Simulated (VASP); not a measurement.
# ZrB2 (Cmmm) in VASP: further runs

ZrB2 is run at these levels: PBE; tasks: single point.

All numbers are computed with VASP 6.6.1; they aren't measurements. Logs are shortened: lines on timing, memory, paths and dates and some standing lists are left out, and cuts for length are marked.

### Step 1. The cell of the first run

It takes space group Cmmm (No. 65, orthorhombic). Conventional cell: a = 3.168 Å, b = 5.486 Å, c = 3.552 Å, α = 90.00°, β = 90.00°, γ = 90.00°. Zr (site symmetry mmm) has 12 B at 2.50 to 2.67 Å and 6 Zr at 3.17 Å within 3.3 Å. Within 2.0 Å of B (site symmetry m2m) lie 1 B at 1.50 Å.

### Step 2. Single point, PBE (shortest bond scaled by 0.82)

File INCAR:

```
SYSTEM = ZrB2
PREC     = Accurate       ! precision mode
ENCUT    = 520            ! plane-wave cutoff, eV
EDIFF    = 1E-6           ! SCF threshold, eV
ISMEAR   = -1             ! smearing method
SIGMA    = 0.05           ! smearing width, eV
LREAL    = .FALSE.        ! projectors in reciprocal space
LASPH    = .TRUE.         ! aspherical terms in the spheres
NELM     = 100            ! most SCF steps
ALGO     = Normal         ! electronic algorithm
ISIF     = 2              ! what is computed and relaxed
LWAVE    = .FALSE.        ! write WAVECAR
LCHARG   = .TRUE.         ! write CHGCAR
GGA      = PE             ! functional
LELF     = .TRUE.         ! ELF
LVHAR    = .TRUE.       
NBANDS   = 16             ! bands
```

File KPOINTS:

```
regular mesh
0
G
  11 11 9
  0 0 0
```

File POSCAR:

```
ZrB2
1.0
    3.1675246616      0.0000000000      0.0000000000
   -1.5837623308      2.7431568240      0.0000000000
    0.0000000000      0.0000000000      3.5523880600
Zr B
1 2
Direct
    0.0000000000      0.0000000000      0.0000000000
    0.2733333333      0.6366666667      0.5000000000
    0.7266666667      0.3633333333      0.5000000000
```

Potentials or basis: VASP PAW PBE potentials, release 64 (Zr_sv, B).

Launch:

```sh
$ cat potpaw_PBE.64/Zr_sv/POTCAR potpaw_PBE.64/B/POTCAR > POTCAR
$ mpirun -np 1 vasp_std > vasp.out
```

OUTCAR:

```text
SYSTEM = ZrB2
   PREC = Accurate
   ENCUT = 520
   EDIFF = 1E-6
   ISMEAR = -1
   LREAL = .FALSE.
   LASPH = .TRUE.
   NELM = 100
   ISIF = 2
   GGA = PE

 ion  position               nearest neighbor table
   1  0.000  0.000  0.000-   2 2.50   3 2.50   2 2.50   3 2.50   2 2.50   2 2.50   3 2.50   3 2.50
                             3 2.67   3 2.67   2 2.67   2 2.67
   2  0.273  0.637  0.500-   3 1.50   3 2.01   3 2.01   1 2.50   1 2.50   1 2.50   1 2.50   1 2.67
                             1 2.67
   3  0.727  0.363  0.500-   2 1.50   2 2.01   2 2.01   1 2.50   1 2.50   1 2.50   1 2.50   1 2.67
                             1 2.67

  LATTYP: Found a hexagonal cell.
 ALAT       =     3.1675246616
 C/A-ratio  =     1.1215028893

  Lattice vectors:

 A1 = (   3.1675246616,   0.0000000000,   0.0000000000)
 A2 = (  -1.5837623308,   2.7431568240,   0.0000000000)
 A3 = (   0.0000000000,   0.0000000000,   3.5523880600)

Analysis of symmetry for initial positions (statically):
=====================================================================
 Subroutine PRICEL returns:
 Original cell was already a primitive cell.

 Routine SETGRP: Setting up the symmetry group for a
 hexagonal supercell.

 Subroutine GETGRP returns: Found  8 space group operations
 (whereof  8 operations were pure point group operations)
 out of a pool of 24 trial point group operations.

The static configuration has the point symmetry D_2h.

Analysis of symmetry for dynamics (positions and initial velocities):
=====================================================================
 Subroutine PRICEL returns:
 Original cell was already a primitive cell.

 Routine SETGRP: Setting up the symmetry group for a
 hexagonal supercell.

 Subroutine GETGRP returns: Found  8 space group operations
 (whereof  8 operations were pure point group operations)
 out of a pool of 24 trial point group operations.

The dynamic configuration has the point symmetry D_2h.

 Subroutine INISYM returns: Found  8 space group operations
 (whereof  8 operations are pure point group operations),
 and found     1 'primitive' translations

----------------------------------------------------------------------------------------

                                     Primitive cell

  volume of cell :      30.8668

  direct lattice vectors                    reciprocal lattice vectors
     3.167524662  0.000000000  0.000000000     0.315703935  0.182271752  0.000000000
    -1.583762331  2.743156824  0.000000000     0.000000000  0.364543504  0.000000000
     0.000000000  0.000000000  3.552388060     0.000000000  0.000000000  0.281500777

  length of vectors
     3.167524662  3.167524662  3.552388060     0.364543504  0.364543504  0.281500777

  position of ions in fractional coordinates (direct lattice)
     0.000000000  0.000000000  0.000000000
     0.273333333  0.636666667  0.500000000
     0.726666667  0.363333333  0.500000000

  ion indices of the primitive-cell ions
   primitive index   ion index
                 1           1
                 2           2
                 3           3

----------------------------------------------------------------------------------------

 KPOINTS: regular mesh

Automatic generation of k-mesh.
 Grid dimensions read from file:
 generate k-points for:   11   11    9

 Generating k-lattice:

  Cartesian coordinates                     Fractional coordinates (reciprocal lattice)
     0.028700358  0.016570159  0.000000000     0.090909091  0.000000000  0.000000000
     0.000000000  0.033140319  0.000000000     0.000000000  0.090909091  0.000000000
     0.000000000  0.000000000  0.031277864     0.000000000  0.000000000  0.111111111

  Length of vectors
     0.033140319  0.033140319  0.031277864

  Shift w.r.t. Gamma in fractional coordinates (k-lattice)
     0.000000000  0.000000000  0.000000000

 Subroutine IBZKPT returns following result:
 ===========================================

 Found    180 irreducible k-points:

 Following reciprocal coordinates:
            Coordinates               Weight
  0.000000  0.000000  0.000000      1.000000
  0.090909  0.000000  0.000000      2.000000
  0.000000  0.090909  0.000000      4.000000
  0.181818  0.000000  0.000000      2.000000
  0.000000  0.181818  0.000000      4.000000
  0.272727  0.000000  0.000000      2.000000
[... 16 lines left out ...]
  0.454545  0.090909  0.000000      2.000000
 -0.090909 -0.454545  0.000000      4.000000
 [... further k-points ...]
   k-points           NKPTS =    180   k-points in BZ     NKDIM =    180   number of bands    NBANDS=     16
   number of dos      NEDOS =    301   number of ions     NIONS =      3
   total plane-waves  NPLWV =  16128
   dimension x,y,z NGX =    24 NGY =   24 NGZ =   28
   dimension x,y,z NGXF=    48 NGYF=   48 NGZF=   56
   ions per type =               1   2
   NGX,Y,Z   is equivalent  to a cutoff of  12.60, 12.60, 13.10 a.u.
   NGXF,Y,Z  is equivalent  to a cutoff of  25.19, 25.19, 26.21 a.u.
 SYSTEM =  ZrB2
   PREC   = accura    normal or accurate (medium, high low for compatibility)
   ISTART =      0    job   : 0-new  1-cont  2-samecut
   ICHARG =      2    charge: 1-file 2-atom 10-const
   ISPIN  =      1    spin polarized calculation?
   LNONCOLLINEAR =      F non collinear calculations
   LSORBIT =      F    spin-orbit coupling
   LASPH  =      T    aspherical Exc in radial PAW
   ENCUT  =  520.0 eV  38.22 Ry    6.18 a.u.   5.89  5.89  6.61*2*pi/ulx,y,z
   NELM   =    100;   NELMIN=  2; NELMDL= -5     # of ELM steps
   EDIFF  = 0.1E-05   stopping-criterion for ELM
   LREAL  =      F    real-space projection
   EDIFFG = 0.1E-04   stopping-criterion for IOM
   NSW    =      0    number of steps for IOM
   IBRION =     -1    ionic relax: 0-MD 1-quasi-New 2-CG
   NFREE  =      0    steps in history (QN), initial steepest desc. (CG)
   ISIF   =      2    stress and relaxation
   ISYM   =      2    0-nonsym 1-usesym 2-fastsym
   POTIM  = 0.5000    time-step for ionic-motion
   TEBEG  =    0.0;   TEEND  =   0.0 temperature during run
   PSTRESS=    0.0 pullay stress
   NELECT =      18.0000    total number of electrons
   NUPDOWN=      -1.0000    fix difference up-down
   EMIN   =  10.00;   EMAX   =-10.00  energy-range for DOS
   EFERMI =   0.00;   METHOD = LEGACY
   ISMEAR =    -1;   SIGMA  =   0.05  broadening in eV -4-tet -1-fermi 0-gaus
   EFERMI_NEDOS =   21; number of points for ismear=-14 and -15
   IALGO  =     38    algorithm
   IMIX   =      4    mixing-type and parameters
     AMIX     =   0.40;   BMIX     =  1.00
     AMIX_MAG =   1.60;   BMIX_MAG =  1.00
  volume/ion in A,a.u.               =      10.29        69.43
  Fermi-wavevector in a.u.,A,eV,Ry     =   1.367735  2.584645 25.452408  1.870699
  Thomas-Fermi vector in A             =   2.493761
   LORBIT       =      0    0 simple, 1 ext, 2 COOP (PROOUT), +10 PAW based schemes
   GGA     = PE    functional components
   LHFCALC =     F    Hartree Fock is set to
   AEXX    =    0.0000 exact exchange contribution
   IVDW    =     0    specifies the selected vdW correction
   LEPSILON=     F    determine dielectric tensor
   LRPA    =     F    only Hartree local field effects (RPA)
 non-spin polarized calculation
  energy-cutoff  :      520.00
  volume of cell :       30.87
 maximum number of plane-waves:       842
   NGX = 11   NGY = 11   NGZ = 13

 number of electron      18.0000000 magnetization

 Free energy of the ion-electron system (eV)
  ---------------------------------------------------
  ext. energy  EPLUGINS =         0.00000000
  ---------------------------------------------------
  free energy    TOTEN  =       -24.10614819 eV

  energy without entropy =      -24.10466841  energy(sigma->0) =      -24.10540830

 E-fermi :  10.2548     XC(G=0): -12.3978

 val. band max:       10.2054231715   @ k =   0.2727   0.1818   0.0000
 cond. band min:      10.2836867057   @ k =   0.3636   0.0909   0.0000
 fundamental gap:      0.0782635342
 Fermi energy:        10.2547867807

 k-point     1 :       0.0000    0.0000    0.0000
  band No.  band energies     occupation
      1     -38.2086      2.00000
      2     -16.3993      2.00000
      3     -15.8857      2.00000
      4     -15.7975      2.00000
      5      -2.3197      2.00000
      6       6.6492      2.00000
[... 8 lines left out ...]
     15      15.7223      0.00000
     16      18.6885      0.00000

 k-point     2 :       0.0909    0.0000    0.0000
  band No.  band energies     occupation
      1     -38.1995      2.00000
      2     -16.3864      2.00000
      3     -15.9027      2.00000
      4     -15.8758      2.00000
      5      -2.1713      2.00000
      6       6.3358      2.00000
[... 8 lines left out ...]
     15      16.4115      0.00000
     16      18.0175      0.00000

 k-point     3 :       0.0000    0.0909    0.0000
  band No.  band energies     occupation
      1     -38.1994      2.00000
      2     -16.3853      2.00000
      3     -15.9574      2.00000
      4     -15.8241      2.00000
      5      -2.1533      2.00000
      6       6.5520      2.00000
[... 8 lines left out ...]
     15      15.7640      0.00000
     16      18.2071      0.00000

 k-point     4 :       0.1818    0.0000    0.0000
  band No.  band energies     occupation
      1     -38.1751      2.00000
      2     -16.3516      2.00000
      3     -16.0807      2.00000
      4     -15.9481      2.00000
      5      -1.7504      2.00000
      6       5.5286      2.00000
[... 8 lines left out ...]
     15      17.6474      0.00000
     16      17.9577      0.00000

 k-point     5 :       0.0000    0.1818    0.0000
  band No.  band energies     occupation
      1     -38.1745      2.00000
      2     -16.3473      2.00000
      3     -16.1623      2.00000
      4     -15.8771      2.00000
      5      -1.6762      2.00000
      6       6.0142      2.00000
[... 8 lines left out ...]
     15      17.3180      0.00000
     16      17.3720      0.00000

 k-point     6 :       0.2727    0.0000    0.0000
  band No.  band energies     occupation
      1     -38.1429      2.00000
      2     -16.3391      2.00000
      3     -16.3056      2.00000
      4     -16.0067      2.00000
      5      -1.1196      2.00000
      6       4.5159      2.00000
[... 8 lines left out ...]
     15      18.6562      0.00000
     16      18.6902      0.00000
[... 267 lines left out ...]
 k-point    21 :      -0.0909    0.4545    0.0000
  band No.  band energies     occupation
      1     -38.0976      2.00000
      2     -16.7346      2.00000
      3     -16.2288      2.00000
      4     -16.0537      2.00000
      5       0.6359      2.00000
      6       3.1356      2.00000
[... 8 lines left out ...]
     15      18.8814      0.00000
     16      19.6253      0.00000

 k-point    22 :      -0.4545    0.3636    0.0000
  band No.  band energies     occupation
      1     -38.0979      2.00000
      2     -16.7165      2.00000
      3     -16.2311      2.00000
      4     -16.0673      2.00000
      5       0.5604      2.00000
      6       3.0729      2.00000
[... 8 lines left out ...]
     15      18.9258      0.00000
     16      19.1154      0.00000

 k-point    23 :       0.4545    0.0909    0.0000
  band No.  band energies     occupation
      1     -38.0904      2.00000
      2     -16.6937      2.00000
      3     -16.2296      2.00000
      4     -16.1474      2.00000
      5       0.5150      2.00000
      6       2.6573      2.00000
[... 8 lines left out ...]
     15      18.5803      0.00000
     16      20.6363      0.00000

 k-point    24 :      -0.0909   -0.4545    0.0000
  band No.  band energies     occupation
      1     -38.0887      2.00000
      2     -16.7898      2.00000
      3     -16.2159      2.00000
      4     -16.0802      2.00000
      5       1.4594      2.00000
      6       2.1581      2.00000
[... 8 lines left out ...]
     15      17.8835      0.00000
     16      20.0792      0.00000

 [... further k-points ...]
[... 5 lines left out ...]
  --------------------------------------------------------------------------------------
  -------------------------------------------------------------------------------------
  Total        3.8918000      2.3552405     -0.2248921      1.3306996      0.0000000      0.0000000
  in kB      202.0086926    122.2516701    -11.6733007     69.0716076      0.0000000      0.0000000
  external PRESSURE =     104.1956874 kB  Pullay stress =       0.0000000 kB

 VOLUME and BASIS-vectors are now :
 -----------------------------------------------------------------------------
  energy-cutoff  :      520.00
  volume of cell :       30.87
      direct lattice vectors                 reciprocal lattice vectors
     3.167524662  0.000000000  0.000000000     0.315703935  0.182271752  0.000000000
    -1.583762331  2.743156824  0.000000000     0.000000000  0.364543504  0.000000000
     0.000000000  0.000000000  3.552388060     0.000000000  0.000000000  0.281500777

 POSITION                                       TOTAL-FORCE (eV/Angst)
 -----------------------------------------------------------------------------------
      0.00000      0.00000      0.00000         0.000000      0.000000      0.000000
     -0.14254      1.74648      1.77619         5.523767      3.189148      0.000000
      1.72630      0.99668      1.77619        -5.523767     -3.189148     -0.000000
 -----------------------------------------------------------------------------------
    total drift:                               -0.000000      0.000000     -0.000000

  FREE ENERGIE OF THE ION-ELECTRON SYSTEM (eV)
  ---------------------------------------------------
  free  energy   TOTEN  =       -24.1061481872 eV

  energy  without entropy=      -24.1046684114  energy(sigma->0) =      -24.10540830
```

Run time: 37 s. Hardware: 1 thread of AMD EPYC 9R45 (Zen 5), shared host; peak memory 0.18 GiB.

What came out:

```
Free energy            : -24.1061 eV
Pressure               : 10.4 GPa
Largest force          : 6.378 eV/Å
Band gap on the k mesh : zero (band 9 reaches 10.96 eV, above the bottom of band 10 at 9.94 eV)
```

Forces on the atoms (eV/Å):
```
Zr   0.000  0.000  0.000
B    5.524  3.189  0.000
B   -5.524 -3.189  0.000
```

Levels at points of the mesh, in eV from the Fermi level:
```tsv
k point	band 5	band 6	band 7	band 8	band 9	band 10	band 11	band 12	band 13	band 14
(0.00, 0.00, 0.00)	-12.57	-3.61	-2.38	-2.34	-1.20	2.76	3.33	3.55	3.71	4.69
```

Caveat: the cell differs from its parent crystal (shortest bond scaled by 0.82); forces of over 1 eV/Å act on the atoms, so gaps and moduli don't describe the material at rest.

(Continued in part 2 of 2.)
